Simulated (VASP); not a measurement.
# Ti3C in VASP: further runs, part 2 of 2

VASP 6.6.1. Earlier steps stand in the parts before.

## 3. Single point, PBE

INCAR reads:

```
SYSTEM = Ti3C
PREC = Accurate
ENCUT = 520
EDIFF = 1E-6
ISMEAR = 0
SIGMA = 0.1
LREAL = .False.
LASPH = .True.
NELM = 60
ALGO = Normal
ISIF = 2
LWAVE = .False.
LCHARG = .False.
LDIPOL = .True.
IDIPOL = 3
DIPOL = 0.5 0.5 0.361
GGA = PE
NBANDS = 28
```

KPOINTS reads:

```
regular mesh
0
Gamma
  9 9 1
  0 0 0
```

POSCAR reads:

```
Ti3C
1.0
    2.9075446938      0.0000000000      0.0000000000
   -1.4537723469      2.5180075675      0.0000000000
    0.0000000000      0.0000000000     19.9935259089
Ti C
3 1
Direct
    0.6666666666      0.3333333333      0.2000647619
    0.3333333334      0.6666666667      0.3124429307
    0.0000000000      0.0000000000      0.4248138096
    0.1666666666      0.3333333333      0.5077668814
```

Potentials or basis: VASP PAW PBE potentials, release 64 (Ti_sv, C).

Launch:

```console
> cat potpaw_PBE.64/Ti_sv/POTCAR potpaw_PBE.64/C/POTCAR > POTCAR
> mpirun -np 1 vasp_std > vasp.out
```

OUTCAR:

```text
SYSTEM = Ti3C
   PREC = Accurate
   ENCUT = 520
   EDIFF = 1E-6
   ISMEAR = 0
   LREAL = .False.
   LASPH = .True.
   NELM = 60
   ISIF = 2
   GGA = PE

 ion  position               nearest neighbor table
   1  0.667  0.333  0.200-   2 2.80   2 2.80   2 2.80
   2  0.333  0.667  0.312-   3 2.80   3 2.80   3 2.80   1 2.80   1 2.80   1 2.80
   3  0.000  0.000  0.425-   4 1.86   2 2.80   2 2.80   2 2.80
   4  0.167  0.333  0.508-   3 1.86

  LATTYP: Found a hexagonal cell.
 ALAT       =     2.9075446938
 C/A-ratio  =     6.8764294325

  Lattice vectors:

 A1 = (   2.9075446938,   0.0000000000,   0.0000000000)
 A2 = (  -1.4537723469,   2.5180075675,   0.0000000000)
 A3 = (   0.0000000000,   0.0000000000,  19.9935259089)

Analysis of symmetry for initial positions (statically):
=====================================================================
 Subroutine PRICEL returns:
 Original cell was already a primitive cell.

 Routine SETGRP: Setting up the symmetry group for a
 hexagonal supercell.

 Subroutine GETGRP returns: Found  2 space group operations
[... 175 lines left out ...]
 fundamental gap:      0.0303451152
 Fermi energy:        -0.2479893142

 k-point     1 :       0.0000    0.0000    0.0000
  band No.  band energies     occupation
      1     -57.1008      2.00000
      2     -56.8171      2.00000
      3     -56.3992      2.00000
      4     -33.5050      2.00000
      5     -33.0781      2.00000
      6     -33.0610      2.00000
[... 733 lines left out ...]
     27       2.4453      0.00000
     28       3.1451      0.00000

 [... further k-points ...]

------------------------ aborting loop because EDIFF is reached ----------------------------------------

 vacuum level on the upper side and lower side of the slab       (xc-potential included)         1.073        -1.400

  FORCE on cell =-STRESS in cart. coord.  units (eV):
  Direction    XX          YY          ZZ          XY          YZ          ZX
  --------------------------------------------------------------------------------------
  -------------------------------------------------------------------------------------
  Total       -1.3699649      0.5710914      1.0442192      0.0000000      2.5110363      0.0000000
  in kB      -14.9950256      6.2509116     11.4295585      0.0000000     27.4846845      0.0000000
  external PRESSURE =       0.8951482 kB  Pullay stress =       0.0000000 kB

 VOLUME and BASIS-vectors are now :
 -----------------------------------------------------------------------------
  energy-cutoff  :      520.00
  volume of cell :      146.38
      direct lattice vectors                 reciprocal lattice vectors
     2.907544694  0.000000000  0.000000000     0.343932804  0.198569697  0.000000000
    -1.453772347  2.518007568  0.000000000     0.000000000  0.397139394  0.000000000
     0.000000000  0.000000000 19.993525909     0.000000000  0.000000000  0.050016190

 POSITION                                       TOTAL-FORCE (eV/Angst)
 -----------------------------------------------------------------------------------
      1.45377      0.83934      4.00000         0.000000     -0.024941      0.162471
      0.00000      1.67867      6.24684         0.000000      0.065039     -0.748430
      0.00000      0.00000      8.49353         0.000000     -1.574585      0.520459
     -0.00000      0.83934     10.15205         0.000000      1.534487      0.065499
 -----------------------------------------------------------------------------------
    total drift:                                0.000000     -0.000091     -0.000227

  FREE ENERGIE OF THE ION-ELECTRON SYSTEM (eV)
  ---------------------------------------------------
  free  energy   TOTEN  =       -27.4200610387 eV

  energy  without entropy=      -27.3912623820  energy(sigma->0) =      -27.40566171

 vacuum level on the upper side and lower side of the slab         6.645         4.103
```

OSZICAR:

```text
N       E                     dE             d eps       ncg     rms          rms(c)
DAV:   1     0.475236549326E+03    0.47524E+03   -0.21744E+04  1552   0.145E+03
DAV:   2     0.321673211950E+02   -0.44307E+03   -0.43438E+03  1492   0.454E+02
DAV:   3    -0.239268060255E+02   -0.56094E+02   -0.54737E+02  2596   0.139E+02
DAV:   4    -0.325462451344E+02   -0.86194E+01   -0.85677E+01  2204   0.452E+01
[... 19 lines left out ...]
DAV:  24    -0.274200377236E+02   -0.34544E-04   -0.61805E-06  1164   0.877E-03    0.492E-03
DAV:  25    -0.274200492939E+02   -0.11570E-04   -0.21395E-06  1088   0.666E-03    0.257E-03
DAV:  26    -0.274200593885E+02   -0.10095E-04   -0.95642E-07   996   0.488E-03    0.162E-03
DAV:  27    -0.274200605988E+02   -0.12102E-05   -0.21070E-07   860   0.250E-03    0.185E-03
DAV:  28    -0.274200610387E+02   -0.43998E-06   -0.49537E-07   812   0.232E-03
   1 F= -.27420061E+02 E0= -.27405662E+02  d E =-.287987E-01
```

Run time: 5.4 min. Hardware: 1 thread of AMD EPYC 7R43 (Zen 3), shared host; peak memory 0.27 GiB.

Results:

- Free energy: -27.4201 eV
- Largest force: 1.658 eV/Å
- Band gap on the k mesh: zero (band 20 reaches 0.42 eV, above the bottom of band 21 at -0.54 eV)

Forces on the atoms (eV/Å):
```
Ti   0.000 -0.025  0.162
Ti   0.000  0.065 -0.748
Ti   0.000 -1.575  0.520
C    0.000  1.534  0.065
```

## 4. Single point, PBE

INCAR reads:

```
SYSTEM = Ti3C
ALGO     = Normal         ! electronic algorithm
DIPOL    = 0.5 0.5 0.361
EDIFF    = 1E-7           ! SCF threshold, eV
ENCUT    = 520            ! plane-wave cutoff, eV
GGA      = PE             ! functional
IDIPOL   = 3            
ISIF     = 2              ! what is computed and relaxed
ISMEAR   = 0              ! smearing method
LASPH    = .TRUE.         ! aspherical terms in the spheres
LCHARG   = .FALSE.        ! write CHGCAR
LDIPOL   = .TRUE.       
LREAL    = .FALSE.        ! projectors in reciprocal space
LWAVE    = .FALSE.        ! write WAVECAR
NBANDS   = 28             ! bands
NELM     = 100            ! most SCF steps
PREC     = Accurate       ! precision mode
SIGMA    = 0.1            ! smearing width, eV
```

KPOINTS reads:

```
k-points
0
G
  9 9 1
  0 0 0
```

POSCAR reads:

```
Ti3C
1.0
    2.9075446938      0.0000000000      0.0000000000
   -1.4537723469      2.5180075675      0.0000000000
    0.0000000000      0.0000000000     19.9935259089
Ti C
3 1
Direct
    0.6666666667      0.3333333334      0.2000647619
    0.3333333333      0.6666666666      0.3124429307
    0.0000000000      0.0000000000      0.4248138096
    0.3333333333      0.1666666666      0.5066859682
```

Launch:

```console
> cat potpaw_PBE.64/Ti_sv/POTCAR potpaw_PBE.64/C/POTCAR > POTCAR
> mpirun -np 1 vasp_std > vasp.out
```

Wall time 6 min (1 thread of AMD EPYC 7R43 (Zen 3), shared host); peak memory 0.27 GiB.

The run converged. Its results:

```yaml
Free_energy: -27.4489 eV
Largest_force: 2.099 eV/Å
Band_gap_on_the_k_mesh: zero (band 20 reaches 0.43 eV, above the bottom of band 21 at -0.50 eV)
```

Forces in eV/Å, atoms in the order of the input:
```
Ti  -0.057 -0.033  0.164
Ti   0.310  0.179 -0.779
Ti  -1.753 -1.012  0.555
C    1.501  0.867  0.059
```

Levels at points of the mesh, in eV from the Fermi level:
| k point | band 17 | band 18 | band 19 | band 20 | band 21 | band 22 | band 23 | band 24 |
| --- | --- | --- | --- | --- | --- | --- | --- | --- |
| (0.00, 0.00, 0.00) | -0.58 | -0.10 | 0.55 | 0.68 | 0.76 | 0.80 | 0.87 | 0.96 |
